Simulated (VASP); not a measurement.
# BW (I4_1/amd) in VASP: a series of runs

The runs below take BW through single point, with LDA.

Program: VASP 6.6.1. These are calculated values, not measurements. Logs are shortened: lines on timing, memory, paths and dates and some standing lists are left out, and cuts for length are marked.

## 1. The cell of the first run

The structure is tetragonal, space group I4_1/amd (No. 141). The conventional cell has a = 3.102 Å, b = 3.102 Å, c = 16.770 Å, α = 90.00°, β = 90.00°, γ = 90.00°. W (site symmetry 2mm) has 7 B at 2.30 to 2.46 Å and 10 W at 2.82 to 3.10 Å within 3.2 Å. Within 2.5 Å of B (site symmetry 2mm) lie 2 B at 1.87 Å and 7 W at 2.30 to 2.46 Å.

## 2. Single point, LDA

Input file INCAR:

```
PREC = Accurate
ENCUT = 520
EDIFF = 1E-6
ISMEAR = -1
SIGMA = 0.05
LREAL = False
LASPH = True
NELM = 80
ALGO = Normal
ISIF = 2
LWAVE = False
LCHARG = False
NBANDS = 44
```

Input file KPOINTS:

```
regular mesh
0
Gamma
  12 12 12
```

Input file POSCAR:

```
BW
1.0
   -1.5507747132      1.5507747132      8.3848241603
    1.5507747132     -1.5507747132      8.3848241603
    1.5507747132      1.5507747132     -8.3848241603
W B
4 4
Direct
    0.8029959651      0.8029959651      0.0000000000
    0.5529959651      0.0529959651      0.5000000000
    0.9470040349      0.4470040349      0.5000000000
    0.1970040349      0.1970040349      0.0000000000
    0.6560409388      0.6560409388      0.0000000000
    0.4060409388      0.9060409388      0.5000000000
    0.0939590612      0.5939590612      0.5000000000
    0.3439590612      0.3439590612      0.0000000000
```

Potentials or basis: VASP PAW LDA potentials, release 64 (W_sv, B).

On the command line:

```sh
$ cat potpaw_LDA.64/W_sv/POTCAR potpaw_LDA.64/B/POTCAR > POTCAR
$ mpirun -np 1 vasp_std > vasp.out
```

OUTCAR:

```text
PREC = Accurate
   ENCUT = 520
   EDIFF = 1E-6
   ISMEAR = -1
   LREAL = False
   LASPH = True
   NELM = 80
   ISIF = 2

 ion  position               nearest neighbor table
   1  0.803  0.803  0.000-   8 2.30   8 2.30   8 2.30   8 2.30   6 2.32   6 2.32   5 2.46   4 2.82
                             4 2.82   4 2.82   4 2.82   3 2.87   3 2.87
   2  0.553  0.053  0.500-   7 2.30   7 2.30   7 2.30   7 2.30   5 2.32   5 2.32   6 2.46   3 2.82
                             3 2.82   3 2.82   3 2.82   4 2.87   4 2.87
   3  0.947  0.447  0.500-   6 2.30   6 2.30   6 2.30   6 2.30   8 2.32   8 2.32   7 2.46   2 2.82
                             2 2.82   2 2.82   2 2.82   1 2.87   1 2.87
   4  0.197  0.197  0.000-   5 2.30   5 2.30   5 2.30   5 2.30   7 2.32   7 2.32   8 2.46   1 2.82
                             1 2.82   1 2.82   1 2.82   2 2.87   2 2.87
   5  0.656  0.656  0.000-   7 1.87   7 1.87   4 2.30   4 2.30   4 2.30   4 2.30   2 2.32   2 2.32
                             1 2.46
   6  0.406  0.906  0.500-   8 1.87   8 1.87   3 2.30   3 2.30   3 2.30   3 2.30   1 2.32   1 2.32
                             2 2.46
   7  0.094  0.594  0.500-   5 1.87   5 1.87   2 2.30   2 2.30   2 2.30   2 2.30   4 2.32   4 2.32
                             3 2.46
   8  0.344  0.344  0.000-   6 1.87   6 1.87   1 2.30   1 2.30   1 2.30   1 2.30   3 2.32   3 2.32
                             4 2.46

  LATTYP: Found a body centered tetragonal cell.
 ALAT       =     3.1015494264
 C/A-ratio  =     5.4068615441

  Lattice vectors:

 A1 = (  -1.5507747132,   1.5507747132,   8.3848241603)
 A2 = (   1.5507747132,  -1.5507747132,   8.3848241603)
 A3 = (   1.5507747132,   1.5507747132,  -8.3848241603)

Analysis of symmetry for initial positions (statically):
=====================================================================
 Subroutine PRICEL returns:
 Original cell was already a primitive cell.

 Routine SETGRP: Setting up the symmetry group for a
 body centered tetragonal supercell.

 Subroutine GETGRP returns: Found 16 space group operations
 (whereof  8 operations were pure point group operations)
 out of a pool of 16 trial point group operations.

The static configuration has the point symmetry D_2d.
 The point group associated with its full space group is D_4h.

Analysis of symmetry for dynamics (positions and initial velocities):
=====================================================================
 Subroutine PRICEL returns:
 Original cell was already a primitive cell.

 Routine SETGRP: Setting up the symmetry group for a
 body centered tetragonal supercell.

 Subroutine GETGRP returns: Found 16 space group operations
 (whereof  8 operations were pure point group operations)
 out of a pool of 16 trial point group operations.

The dynamic configuration has the point symmetry D_2d.
 The point group associated with its full space group is D_4h.

 Subroutine INISYM returns: Found 16 space group operations
 (whereof  8 operations are pure point group operations),
 and found     1 'primitive' translations

----------------------------------------------------------------------------------------

                                     Primitive cell

  volume of cell :      80.6587

  direct lattice vectors                    reciprocal lattice vectors
    -1.550774713  1.550774713  8.384824160     0.000000000  0.322419495  0.059631543
     1.550774713 -1.550774713  8.384824160     0.322419495  0.000000000  0.059631543
     1.550774713  1.550774713 -8.384824160     0.322419495  0.322419495  0.000000000

  length of vectors
     8.666895674  8.666895674  8.666895674     0.327887560  0.327887560  0.455970023

  position of ions in fractional coordinates (direct lattice)
     0.802995965  0.802995965  0.000000000
     0.552995965  0.052995965  0.500000000
     0.947004035  0.447004035  0.500000000
     0.197004035  0.197004035  0.000000000
     0.656040939  0.656040939  0.000000000
     0.406040939  0.906040939  0.500000000
     0.093959061  0.593959061  0.500000000
     0.343959061  0.343959061  0.000000000

  ion indices of the primitive-cell ions
   primitive index   ion index
                 1           1
                 2           2
                 3           3
                 4           4
                 5           5
                 6           6
                 7           7
                 8           8

----------------------------------------------------------------------------------------

 KPOINTS: regular mesh

Automatic generation of k-mesh.
 Grid dimensions read from file:
 generate k-points for:   12   12   12

 Generating k-lattice:

  Cartesian coordinates                     Fractional coordinates (reciprocal lattice)
     0.000000000  0.026868291  0.004969295     0.083333333  0.000000000  0.000000000
     0.026868291  0.000000000  0.004969295     0.000000000  0.083333333  0.000000000
     0.026868291  0.026868291  0.000000000     0.000000000  0.000000000  0.083333333

  Length of vectors
     0.027323963  0.027323963  0.037997502

  Shift w.r.t. Gamma in fractional coordinates (k-lattice)
     0.000000000  0.000000000  0.000000000

 Subroutine IBZKPT returns following result:
 ===========================================

 Found    163 irreducible k-points:

 Following reciprocal coordinates:
            Coordinates               Weight
  0.000000  0.000000  0.000000      1.000000
  0.083333 -0.000000  0.000000      8.000000
  0.166667  0.000000 -0.000000      8.000000
  0.250000 -0.000000  0.000000      8.000000
  0.333333  0.000000 -0.000000      8.000000
  0.416667 -0.000000  0.000000      8.000000
[... 16 lines left out ...]
  0.500000  0.166667  0.000000     16.000000
 -0.416667  0.166667 -0.000000     16.000000
 [... further k-points ...]
   k-points           NKPTS =    163   k-points in BZ     NKDIM =    163   number of bands    NBANDS=     44
   number of dos      NEDOS =    301   number of ions     NIONS =      8
   total plane-waves  NPLWV = 262144
   dimension x,y,z NGX =    64 NGY =   64 NGZ =   64
   dimension x,y,z NGXF=   128 NGYF=  128 NGZF=  128
   ions per type =               4   4
   NGX,Y,Z   is equivalent  to a cutoff of  12.28, 12.28, 12.28 a.u.
   NGXF,Y,Z  is equivalent  to a cutoff of  24.55, 24.55, 24.55 a.u.
 SYSTEM =  unknown system
   PREC   = accura    normal or accurate (medium, high low for compatibility)
   ISTART =      0    job   : 0-new  1-cont  2-samecut
   ICHARG =      2    charge: 1-file 2-atom 10-const
   ISPIN  =      1    spin polarized calculation?
   LNONCOLLINEAR =      F non collinear calculations
   LSORBIT =      F    spin-orbit coupling
   LASPH  =      T    aspherical Exc in radial PAW
   ENCUT  =  520.0 eV  38.22 Ry    6.18 a.u.  16.11 16.11 16.11*2*pi/ulx,y,z
   NELM   =     80;   NELMIN=  2; NELMDL= -5     # of ELM steps
   EDIFF  = 0.1E-05   stopping-criterion for ELM
   LREAL  =      F    real-space projection
   EDIFFG = 0.1E-04   stopping-criterion for IOM
   NSW    =      0    number of steps for IOM
   IBRION =     -1    ionic relax: 0-MD 1-quasi-New 2-CG
   NFREE  =      0    steps in history (QN), initial steepest desc. (CG)
   ISIF   =      2    stress and relaxation
   ISYM   =      2    0-nonsym 1-usesym 2-fastsym
   POTIM  = 0.5000    time-step for ionic-motion
   TEBEG  =    0.0;   TEEND  =   0.0 temperature during run
   PSTRESS=    0.0 pullay stress
   NELECT =      68.0000    total number of electrons
   NUPDOWN=      -1.0000    fix difference up-down
   EMIN   =  10.00;   EMAX   =-10.00  energy-range for DOS
   EFERMI =   0.00;   METHOD = LEGACY
   ISMEAR =    -1;   SIGMA  =   0.05  broadening in eV -4-tet -1-fermi 0-gaus
   EFERMI_NEDOS =   21; number of points for ismear=-14 and -15
   IALGO  =     38    algorithm
   IMIX   =      4    mixing-type and parameters
     AMIX     =   0.40;   BMIX     =  1.00
     AMIX_MAG =   1.60;   BMIX_MAG =  1.00
  volume/ion in A,a.u.               =      10.08        68.04
  Fermi-wavevector in a.u.,A,eV,Ry     =   1.546538  2.922534 32.542152  2.391781
  Thomas-Fermi vector in A             =   2.651760
   LORBIT       =      0    0 simple, 1 ext, 2 COOP (PROOUT), +10 PAW based schemes
   GGA     = CA    functional components
   LHFCALC =     F    Hartree Fock is set to
   AEXX    =    0.0000 exact exchange contribution
   IVDW    =     0    specifies the selected vdW correction
   LEPSILON=     F    determine dielectric tensor
   LRPA    =     F    only Hartree local field effects (RPA)
 non-spin polarized calculation
  energy-cutoff  :      520.00
  volume of cell :       80.66
 maximum number of plane-waves:      2196
   NGX = 33   NGY = 33   NGZ = 33

 number of electron      67.9999999 magnetization

 Free energy of the ion-electron system (eV)
  ---------------------------------------------------
  ext. energy  EPLUGINS =         0.00000000
  ---------------------------------------------------
  free energy    TOTEN  =       -89.66137497 eV

  energy without entropy =      -89.64246810  energy(sigma->0) =      -89.65192154

 E-fermi :  12.5071     XC(G=0): -14.0022

 val. band max:       12.5066044211   @ k =  -0.2500  -0.2500   0.2500
 cond. band min:      12.5148631042   @ k =   0.0833  -0.0000   0.0000
 fundamental gap:      0.0082586831
 Fermi energy:        12.5071332654

 k-point     1 :       0.0000    0.0000    0.0000
  band No.  band energies     occupation
      1     -61.6870      2.00000
      2     -61.6507      2.00000
      3     -61.6021      2.00000
      4     -61.5654      2.00000
      5     -26.6749      2.00000
      6     -26.2519      2.00000
[... 36 lines left out ...]
     43      16.3327      0.00000
     44      16.3331      0.00000

 k-point     2 :       0.0833   -0.0000    0.0000
  band No.  band energies     occupation
      1     -61.6843      2.00000
      2     -61.6489      2.00000
      3     -61.6021      2.00000
      4     -61.5664      2.00000
      5     -26.6649      2.00000
      6     -26.3481      2.00000
[... 1026 lines left out ...]
 k-point    24 :      -0.4167    0.1667   -0.0000
  band No.  band energies     occupation
      1     -61.6320      2.00000
      2     -61.6142      2.00000
      3     -61.6080      2.00000
      4     -61.5899      2.00000
      5     -26.6584      2.00000
      6     -26.6123      2.00000
[... 36 lines left out ...]
     43      16.5733      0.00000
     44      17.0672      0.00000

 [... further k-points ...]
[... 5 lines left out ...]
  --------------------------------------------------------------------------------------
  -------------------------------------------------------------------------------------
  Total        0.9448963      0.9448963      0.9980405      0.0000000      0.0000000      0.0000000
  in kB       18.7690960     18.7690960     19.8247336      0.0000000      0.0000000      0.0000000
  external PRESSURE =      19.1209752 kB  Pullay stress =       0.0000000 kB

 VOLUME and BASIS-vectors are now :
 -----------------------------------------------------------------------------
  energy-cutoff  :      520.00
  volume of cell :       80.66
      direct lattice vectors                 reciprocal lattice vectors
    -1.550774713  1.550774713  8.384824160     0.000000000  0.322419495  0.059631543
     1.550774713 -1.550774713  8.384824160     0.322419495  0.000000000  0.059631543
     1.550774713  1.550774713 -8.384824160     0.322419495  0.322419495  0.000000000

 POSITION                                       TOTAL-FORCE (eV/Angst)
 -----------------------------------------------------------------------------------
      0.00000      0.00000     13.46596         0.000000     -0.000000     -0.013266
      0.00000      1.55077      0.88872        -0.000000      0.000000     -0.013266
      0.00000      1.55077      7.49610        -0.000000      0.000000      0.013266
      0.00000      0.00000      3.30369         0.000000     -0.000000      0.013266
      0.00000      0.00000     11.00158        -0.000000     -0.000000     -0.004227
      1.55077      0.00000      6.80916         0.000000      0.000000     -0.004227
      1.55077      0.00000      1.57566         0.000000      0.000000      0.004227
      0.00000      0.00000      5.76807        -0.000000     -0.000000      0.004227
 -----------------------------------------------------------------------------------
    total drift:                                0.000000      0.000000      0.000000

  FREE ENERGIE OF THE ION-ELECTRON SYSTEM (eV)
  ---------------------------------------------------
  free  energy   TOTEN  =       -89.6613749747 eV

  energy  without entropy=      -89.6424681024  energy(sigma->0) =      -89.65192154
```

It took 41 min on 1 thread of AMD EPYC 7R43 (Zen 3), shared host; peak memory 0.66 GiB.

Results:

```
Free energy            : -89.6614 eV
Pressure               : 1.9 GPa
Largest force          : 0.013 eV/Å
Band gap on the k mesh : zero (bands 34 and 35 overlap by 3.37 eV)
```

Forces in eV/Å, atoms in the order of the input:
```
W    0.000  0.000 -0.013
W    0.000  0.000 -0.013
W    0.000  0.000  0.013
W    0.000  0.000  0.013
B    0.000  0.000 -0.004
B    0.000  0.000 -0.004
B    0.000  0.000  0.004
B    0.000  0.000  0.004
```

Levels at points of the mesh, in eV from the Fermi level:
| k point | band 32 | band 33 | band 34 | band 35 | band 36 | band 37 |
| --- | --- | --- | --- | --- | --- | --- |
| (0.00, 0.00, 0.00) | -1.12 | -0.74 | -0.05 | 0.11 | 0.11 | 0.18 |
| (0.50, 0.00, 0.00) | -2.12 | -1.57 | -1.23 | -0.29 | 1.13 | 1.30 |
| (0.50, 0.50, 0.00) | -3.02 | 2.31 | 2.31 | 2.42 | 2.42 | 2.60 |
| (0.50, 0.50, 0.50) | -0.90 | -0.47 | -0.47 | -0.14 | -0.14 | 0.98 |

Caveat: spin-orbit coupling is left out, which moves the levels of the heavy elements.

## 3. Single point, LDA

This run uses another cell than the first one, of 10.27 Å³/atom.

Input file INCAR:

```
SYSTEM = BW
ALGO     = Normal         ! electronic algorithm
EDIFF    = 1E-6           ! SCF threshold, eV
ENCUT    = 520            ! plane-wave cutoff, eV
GGA      = CA             ! functional
ISIF     = 2              ! what is computed and relaxed
ISMEAR   = -1             ! smearing method
LASPH    = .True.         ! aspherical terms in the spheres
LCHARG   = .True.         ! write CHGCAR
LELF     = .True.         ! ELF
LREAL    = .False.        ! projectors in reciprocal space
LVHAR    = .True.       
LWAVE    = .False.        ! write WAVECAR
NBANDS   = 44             ! bands
NELM     = 80             ! most SCF steps
PREC     = Accurate       ! precision mode
SIGMA    = 0.05           ! smearing width, eV
```

Input file KPOINTS:

```
k-points
0
Gamma
  12 12 12
  0 0 0
```

Input file POSCAR:

```
BW
1.0
   -1.5575000000      1.5575000000      8.4650000000
    1.5575000000     -1.5575000000      8.4650000000
    1.5575000000      1.5575000000     -8.4650000000
W B
4 4
Direct
    0.8030000000      0.8030000000      0.0000000000
    0.5530000000      0.0530000000      0.5000000000
    0.9470000000      0.4470000000      0.5000000000
    0.1970000000      0.1970000000      0.0000000000
    0.6480000000      0.6480000000      0.0000000000
    0.3980000000      0.8980000000      0.5000000000
    0.1020000000      0.6020000000      0.5000000000
    0.3520000000      0.3520000000      0.0000000000
```

Potentials or basis: VASP PAW LDA potentials, release 64 (W_sv, B).

On the command line:

```sh
$ cat potpaw_LDA.64/W_sv/POTCAR potpaw_LDA.64/B/POTCAR > POTCAR
$ mpirun -np 1 vasp_std > vasp.out
```

Wall time 71 min (1 thread of AMD EPYC 7R43 (Zen 3), shared host); peak memory 0.77 GiB.

It converged, with:

```yaml
Free_energy: -89.1602 eV
Pressure: -1.3 GPa
Largest_force: 1.918 eV/Å
Band_gap_on_the_k_mesh: zero (bands 34 and 35 overlap by 3.44 eV)
```

Forces on the atoms (eV/Å):
```
W    0.000  0.000 -0.499
W    0.000  0.000 -0.499
W    0.000  0.000  0.499
W    0.000  0.000  0.499
B    0.000  0.000  1.918
B    0.000  0.000  1.918
B    0.000  0.000 -1.918
B    0.000  0.000 -1.918
```

Stress tensor (GPa, compression positive):
```
-2.99  0.00  0.00
 0.00 -2.99  0.00
 0.00  0.00  2.15
```

Levels at points of the mesh, in eV from the Fermi level:
```csv
k point,band 31,band 32,band 33,band 34,band 35,band 36,band 37,band 38
"(0.00, 0.00, 0.00)",-1.09,-1.09,-0.56,0.15,0.29,0.35,0.35,0.65
"(0.50, 0.00, 0.00)",-2.54,-2.52,-1.80,-1.23,-0.55,1.01,1.27,1.54
"(0.50, 0.50, 0.00)",-2.69,-2.69,2.38,2.38,2.42,2.42,2.58,2.58
"(0.50, 0.50, 0.50)",-0.85,-0.85,-0.29,-0.29,-0.02,-0.02,0.97,0.97
```

Caveat: the stress differs along the axes, from -3 to 2 GPa; spin-orbit coupling is left out, which moves the levels of the heavy elements; forces of over 1 eV/Å act on the atoms, so gaps and moduli don't describe the material at rest.
